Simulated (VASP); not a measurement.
# LiCa18 in VASP: single point with PBEsol

Aim: the single point of LiCa18 with PBEsol.

All numbers are computed with VASP 6.6.1; they aren't measurements. Logs are shortened: lines on timing, memory, paths and dates and some standing lists are left out, and cuts for length are marked.

## Step 1: The cell of the first run

The cell holds a slab with vacuum, 19 atoms: a = 16.740 Å, b = 7.891 Å, c = 14.946 Å, α = 90.00°, β = 90.00°, γ = 90.00°.

## Step 2: Single point, PBEsol

Input file INCAR:

```
SYSTEM = LiCa18
ALGO     = Normal         ! electronic algorithm
EDIFF    = 1E-6           ! SCF threshold, eV
ENCUT    = 520            ! plane-wave cutoff, eV
GGA      = PS             ! functional
ISIF     = 2              ! what is computed and relaxed
ISMEAR   = 0              ! smearing method
LASPH    = .True.         ! aspherical terms in the spheres
LCHARG   = .False.        ! write CHGCAR
LREAL    = Auto         
LWAVE    = .False.        ! write WAVECAR
NBANDS   = 106            ! bands
NELM     = 100            ! most SCF steps
PREC     = Accurate       ! precision mode
SIGMA    = 0.05           ! smearing width, eV
```

Input file KPOINTS:

```
k-points
0
Gamma
  1 2 1
  0 0 0
```

Input file POSCAR:

```
LiCa18
1.0
   16.7400000000      0.0000000000      0.0000000000
    0.0000000000      7.8913120000      0.0000000000
    0.0000000000      0.0000000000     14.9456560000
Ca Li
18 1
Direct
    0.0000000000      0.0000000000      0.0669091000
    0.3333333000      0.0000000000      0.0669091000
    0.6666667000      0.0000000000      0.0669091000
    0.0000000000      0.5000000000      0.0669091000
    0.3333333000      0.5000000000      0.0669091000
    0.6666667000      0.5000000000      0.0669091000
    0.1666591109      0.2498493501      0.1898425358
    0.4977289560      0.2504164049      0.1882376758
    0.8356074035      0.2504471917      0.1882515762
    0.1666725409      0.7505463506      0.1889259205
    0.4986298242      0.7501204234      0.1883152949
    0.8347028133      0.7501408330      0.1883100604
    0.0059246683     -0.0039627058      0.3114868462
    0.3274215520     -0.0040902255      0.3114982497
    0.6666683410      0.0009072483      0.3087845916
    0.0067417222      0.5057751156      0.3118246533
    0.3266369322      0.5057961367      0.3118321620
    0.6666510874      0.4998882538      0.3088599399
    0.1666024420      0.7533960140      0.4100255533
```

Potentials or basis: VASP PAW PBE potentials, release 64 (Ca_sv, Li_sv).

The run is started by

```console
> cat potpaw_PBE.64/Ca_sv/POTCAR potpaw_PBE.64/Li_sv/POTCAR > POTCAR
> mpirun -np 1 vasp_std > vasp.out
```

OUTCAR:

```text
SYSTEM = LiCa18
   EDIFF = 1E-6
   ENCUT = 520
   GGA = PS
   ISIF = 2
   ISMEAR = 0
   LASPH = .True.
   LREAL = Auto
   NELM = 100
   PREC = Accurate

 ion  position               nearest neighbor table
   1  0.000  0.000  0.067-
   2  0.333  0.000  0.067-
   3  0.667  0.000  0.067-
   4  0.000  0.500  0.067-
   5  0.333  0.500  0.067-
   6  0.667  0.500  0.067-
[... 11 lines left out ...]
  18  0.667  0.500  0.309-
  19  0.167  0.753  0.410-

  LATTYP: Found a simple orthorhombic cell.
 ALAT       =     7.8913120000
 B/A-ratio  =     1.8939380422
 C/A-ratio  =     2.1213202570

  Lattice vectors:

 A1 = (   0.0000000000,   7.8913120000,   0.0000000000)
 A2 = (   0.0000000000,   0.0000000000,  14.9456560000)
 A3 = (  16.7400000000,   0.0000000000,   0.0000000000)

Analysis of symmetry for initial positions (statically):
=====================================================================
 Subroutine PRICEL returns:
 Original cell was already a primitive cell.

 Routine SETGRP: Setting up the symmetry group for a
 simple orthorhombic supercell.

 Subroutine GETGRP returns: Found  1 space group operations
 (whereof  1 operations were pure point group operations)
 out of a pool of  8 trial point group operations.

The static configuration has the point symmetry C_1 .

Analysis of symmetry for dynamics (positions and initial velocities):
=====================================================================
 Subroutine PRICEL returns:
 Original cell was already a primitive cell.

 Routine SETGRP: Setting up the symmetry group for a
 simple orthorhombic supercell.

 Subroutine GETGRP returns: Found  1 space group operations
 (whereof  1 operations were pure point group operations)
 out of a pool of  8 trial point group operations.

The dynamic configuration has the point symmetry C_1 .

 Subroutine INISYM returns: Found  1 space group operations
 (whereof  1 operations are pure point group operations),
 and found     1 'primitive' translations

----------------------------------------------------------------------------------------

                                     Primitive cell

  volume of cell :    1974.3296

  direct lattice vectors                    reciprocal lattice vectors
    16.740000000  0.000000000  0.000000000     0.059737157  0.000000000  0.000000000
     0.000000000  7.891312000  0.000000000     0.000000000  0.126721640  0.000000000
     0.000000000  0.000000000 14.945656000     0.000000000  0.000000000  0.066909074

  length of vectors
    16.740000000  7.891312000 14.945656000     0.059737157  0.126721640  0.066909074

  position of ions in fractional coordinates (direct lattice)
     0.000000000  0.000000000  0.066909100
     0.333333300  0.000000000  0.066909100
     0.666666700  0.000000000  0.066909100
     0.000000000  0.500000000  0.066909100
     0.333333300  0.500000000  0.066909100
     0.666666700  0.500000000  0.066909100
[... 11 lines left out ...]
     0.666651087  0.499888254  0.308859940
     0.166602442  0.753396014  0.410025553

  ion indices of the primitive-cell ions
   primitive index   ion index
                 1           1
                 2           2
                 3           3
                 4           4
                 5           5
                 6           6
[... 11 lines left out ...]
                18          18
                19          19

----------------------------------------------------------------------------------------

 KPOINTS: k-points

Automatic generation of k-mesh.
 Grid dimensions read from file:
 generate k-points for:    1    2    1

 Generating k-lattice:

  Cartesian coordinates                     Fractional coordinates (reciprocal lattice)
     0.059737157  0.000000000  0.000000000     1.000000000  0.000000000  0.000000000
     0.000000000  0.063360820  0.000000000     0.000000000  0.500000000  0.000000000
     0.000000000  0.000000000  0.066909074     0.000000000  0.000000000  1.000000000

  Length of vectors
     0.059737157  0.063360820  0.066909074

  Shift w.r.t. Gamma in fractional coordinates (k-lattice)
     0.000000000  0.000000000  0.000000000

 Subroutine IBZKPT returns following result:
 ===========================================

 Found      2 irreducible k-points:

 Following reciprocal coordinates:
            Coordinates               Weight
  0.000000  0.000000  0.000000      1.000000
  0.000000  0.500000  0.000000      1.000000
   k-points           NKPTS =      2   k-points in BZ     NKDIM =      2   number of bands    NBANDS=    106
   number of dos      NEDOS =    301   number of ions     NIONS =     19
   total plane-waves  NPLWV = 846720
   dimension x,y,z NGX =   126 NGY =   60 NGZ =  112
   dimension x,y,z NGXF=   252 NGYF=  120 NGZF=  224
   ions per type =              18   1
   NGX,Y,Z   is equivalent  to a cutoff of  12.51, 12.64, 12.46 a.u.
   NGXF,Y,Z  is equivalent  to a cutoff of  25.03, 25.28, 24.92 a.u.
 SYSTEM =  LiCa18
   PREC   = accura    normal or accurate (medium, high low for compatibility)
   ISTART =      0    job   : 0-new  1-cont  2-samecut
   ICHARG =      2    charge: 1-file 2-atom 10-const
   ISPIN  =      1    spin polarized calculation?
   LNONCOLLINEAR =      F non collinear calculations
   LSORBIT =      F    spin-orbit coupling
   LASPH  =      T    aspherical Exc in radial PAW
   ENCUT  =  520.0 eV  38.22 Ry    6.18 a.u.  31.13 14.67 27.79*2*pi/ulx,y,z
   NELM   =    100;   NELMIN=  2; NELMDL= -5     # of ELM steps
   EDIFF  = 0.1E-05   stopping-criterion for ELM
   LREAL  =      T    real-space projection
   EDIFFG = 0.1E-04   stopping-criterion for IOM
   NSW    =      0    number of steps for IOM
   IBRION =     -1    ionic relax: 0-MD 1-quasi-New 2-CG
   NFREE  =      0    steps in history (QN), initial steepest desc. (CG)
   ISIF   =      2    stress and relaxation
   ISYM   =      2    0-nonsym 1-usesym 2-fastsym
   POTIM  = 0.5000    time-step for ionic-motion
   TEBEG  =    0.0;   TEEND  =   0.0 temperature during run
   PSTRESS=    0.0 pullay stress
   NELECT =     183.0000    total number of electrons
   NUPDOWN=      -1.0000    fix difference up-down
   EMIN   =  10.00;   EMAX   =-10.00  energy-range for DOS
   EFERMI =   0.00;   METHOD = LEGACY
   ISMEAR =     0;   SIGMA  =   0.05  broadening in eV -4-tet -1-fermi 0-gaus
   EFERMI_NEDOS =   21; number of points for ismear=-14 and -15
   IALGO  =     38    algorithm
   IMIX   =      4    mixing-type and parameters
     AMIX     =   0.40;   BMIX     =  1.00
     AMIX_MAG =   1.60;   BMIX_MAG =  1.00
  volume/ion in A,a.u.               =     103.91       701.23
  Fermi-wavevector in a.u.,A,eV,Ry     =   0.740887  1.400073  7.468422  0.548914
  Thomas-Fermi vector in A             =   1.835396
   LORBIT       =      0    0 simple, 1 ext, 2 COOP (PROOUT), +10 PAW based schemes
   GGA     = PS    functional components
   LHFCALC =     F    Hartree Fock is set to
   AEXX    =    0.0000 exact exchange contribution
   IVDW    =     0    specifies the selected vdW correction
   LEPSILON=     F    determine dielectric tensor
   LRPA    =     F    only Hartree local field effects (RPA)
 non-spin polarized calculation
 Gauss-broadening in eV      SIGMA  =   0.05
  energy-cutoff  :      520.00
  volume of cell :     1974.33
 maximum number of plane-waves:     53189
 NGX is ok and might be reduce to   126
   NGX = 63   NGY = 29   NGZ = 55

 number of electron     182.9999966 magnetization

 Free energy of the ion-electron system (eV)
  ---------------------------------------------------
  ext. energy  EPLUGINS =         0.00000000
  ---------------------------------------------------
  free energy    TOTEN  =       -31.18611440 eV

  energy without entropy =      -31.13116688  energy(sigma->0) =      -31.15864064

 E-fermi :  -0.7043     XC(G=0):  -4.2214

 val. band max:       -0.7604296629   @ k =   0.0000   0.5000   0.0000
 cond. band min:      -0.6921894459   @ k =   0.0000   0.0000   0.0000
 fundamental gap:      0.0682402170
 Fermi energy:        -0.7042949343

 k-point     1 :       0.0000    0.0000    0.0000
  band No.  band energies     occupation
      1     -47.5950      2.00000
      2     -43.3944      2.00000
      3     -43.3903      2.00000
      4     -43.3710      2.00000
      5     -43.3669      2.00000
      6     -43.3380      2.00000
[... 95 lines left out ...]
    102      -0.3312      0.00000
    103      -0.2853      0.00000

 k-point     2 :       0.0000    0.5000    0.0000
  band No.  band energies     occupation
      1     -47.5950      2.00000
      2     -43.3930      2.00000
      3     -43.3918      2.00000
      4     -43.3696      2.00000
      5     -43.3683      2.00000
      6     -43.3368      2.00000
[... 95 lines left out ...]
    102      -0.3076      0.00000
    103      -0.2960      0.00000
 [bands above 103 left out]

------------------------ aborting loop because EDIFF is reached ----------------------------------------

  FORCE on cell =-STRESS in cart. coord.  units (eV):
  Direction    XX          YY          ZZ          XY          YZ          ZX
  --------------------------------------------------------------------------------------
  -------------------------------------------------------------------------------------
  Total      -11.9904669     -5.6625236     -0.1348130      0.0003058     -0.0217368     -0.0002449
  in kB       -9.7303178     -4.5951633     -0.1094013      0.0002482     -0.0176395     -0.0001987
  external PRESSURE =      -4.8116275 kB  Pullay stress =       0.0000000 kB

 VOLUME and BASIS-vectors are now :
 -----------------------------------------------------------------------------
  energy-cutoff  :      520.00
  volume of cell :     1974.33
      direct lattice vectors                 reciprocal lattice vectors
    16.740000000  0.000000000  0.000000000     0.059737157  0.000000000  0.000000000
     0.000000000  7.891312000  0.000000000     0.000000000  0.126721640  0.000000000
     0.000000000  0.000000000 14.945656000     0.000000000  0.000000000  0.066909074

 POSITION                                       TOTAL-FORCE (eV/Angst)
 -----------------------------------------------------------------------------------
      0.00000      0.00000      1.00000        -0.000146      0.024217     -0.014373
      5.58000      0.00000      1.00000         0.000152      0.024132     -0.014279
     11.16000      0.00000      1.00000         0.000075      0.039804      0.000208
      0.00000      3.94566      1.00000         0.002621     -0.023640     -0.008085
      5.58000      3.94566      1.00000        -0.002574     -0.023611     -0.008025
     11.16000      3.94566      1.00000         0.000067     -0.038035     -0.000462
[... 11 lines left out ...]
     11.15974      3.94477      4.61611         0.000058     -0.000766      0.008276
      2.78892      5.94528      6.12810         0.000744     -0.000404     -0.009194
 -----------------------------------------------------------------------------------
    total drift:                               -0.000418      0.002965     -0.000989

  FREE ENERGIE OF THE ION-ELECTRON SYSTEM (eV)
  ---------------------------------------------------
  free  energy   TOTEN  =       -31.1861144017 eV

  energy  without entropy=      -31.1311668847  energy(sigma->0) =      -31.15864064
```

Wall time 18 min (1 thread of Intel Xeon Platinum 8259CL at 2.50GHz (Skylake/Cascade Lake), shared host); peak memory 1.4 GiB.

Results:

| Quantity | Value |
| --- | --- |
| Free energy | -31.1861 eV |
| Largest force | 0.040 eV/Å |
| Band gap on the k mesh | zero (an odd number of electrons rules out a gap without spin polarisation) |

Forces in eV/Å, atoms in the order of the input:
```
Ca   0.000  0.024 -0.014
Ca   0.000  0.024 -0.014
Ca   0.000  0.040  0.000
Ca   0.003 -0.024 -0.008
Ca  -0.003 -0.024 -0.008
Ca   0.000 -0.038  0.000
Ca   0.001  0.004 -0.009
Ca   0.003 -0.001  0.003
Ca  -0.003 -0.001  0.003
Ca   0.000 -0.001 -0.005
Ca   0.003  0.000  0.002
Ca  -0.003  0.000  0.002
Ca   0.009 -0.001  0.012
Ca  -0.010  0.000  0.012
Ca   0.000  0.001  0.008
Ca   0.005 -0.001  0.009
Ca  -0.007 -0.002  0.009
Ca   0.000 -0.001  0.008
Li   0.001  0.000 -0.009
```

Caveat: the k points lie up to 0.40 Å⁻¹ apart, too coarse for converged energies and pressures of a metal; the cutoff is under 1.25 times the usual one of these potentials, so pressure, stress and relaxed cells hold a basis-set (Pulay) error; the PAW data sets were made with another functional, which shifts forces and pressure a little.
